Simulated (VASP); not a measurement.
Input of a VASP 6.6.1 run:

File INCAR:

```
SYSTEM = NaCl
ALGO     = Normal         ! electronic algorithm
EDIFF    = 1E-8           ! SCF threshold, eV
ENCUT    = 520            ! plane-wave cutoff, eV
ISIF     = 2              ! what is computed and relaxed
ISMEAR   = 0              ! smearing method
LASPH    = .True.         ! aspherical terms in the spheres
LCALCEPS = .True.       
LCHARG   = .False.        ! write CHGCAR
LMIXTAU  = .True.       
LREAL    = .False.        ! projectors in reciprocal space
LWAVE    = .False.        ! write WAVECAR
METAGGA  = R2SCAN         ! meta-GGA
NELM     = 80             ! most SCF steps
PREC     = Accurate       ! precision mode
SIGMA    = 0.01           ! smearing width, eV
```

The input KPOINTS:

```
k-points
0
Gamma
  6 6 6
  0 0 0
```

File POSCAR:

```
NaCl
1.0
    0.0000000000      2.8026987877      2.8026987877
    2.8026987877      0.0000000000      2.8026987877
    2.8026987877      2.8026987877      0.0000000000
Na Cl
1 1
Direct
    0.0000000000      0.0000000000      0.0000000000
    0.5000000000      0.5000000000      0.5000000000
```

Potentials or basis: VASP PAW PBE potentials, release 64 (Na_pv, Cl).

Launch:

```sh
$ cat potpaw_PBE.64/Na_pv/POTCAR potpaw_PBE.64/Cl/POTCAR > POTCAR
$ mpirun -np 1 vasp_std > vasp.out
```

Question: What does it give for the electronic dielectric tensor (diagonal)?

Answer: 2.41.

Question: Predict the Born charges (mean of the diagonal).

Answer: Na +1.07; Cl -1.07 e.

Question: What does it give for the band gap on the k mesh?

Answer: 6.00 eV, direct.

Born effective charge tensors (e):
atom 1, Na
```
1.07 0.00 0.00
0.00 1.07 0.00
0.00 0.00 1.07
```
atom 2, Cl
```
-1.07  0.00  0.00
 0.00 -1.07  0.00
 0.00  0.00 -1.07
```

Caveat: the PAW data sets were made with another functional, which shifts forces and pressure a little. r2SCAN opens gaps a little over a GGA but as a rule still falls short of measured ones.
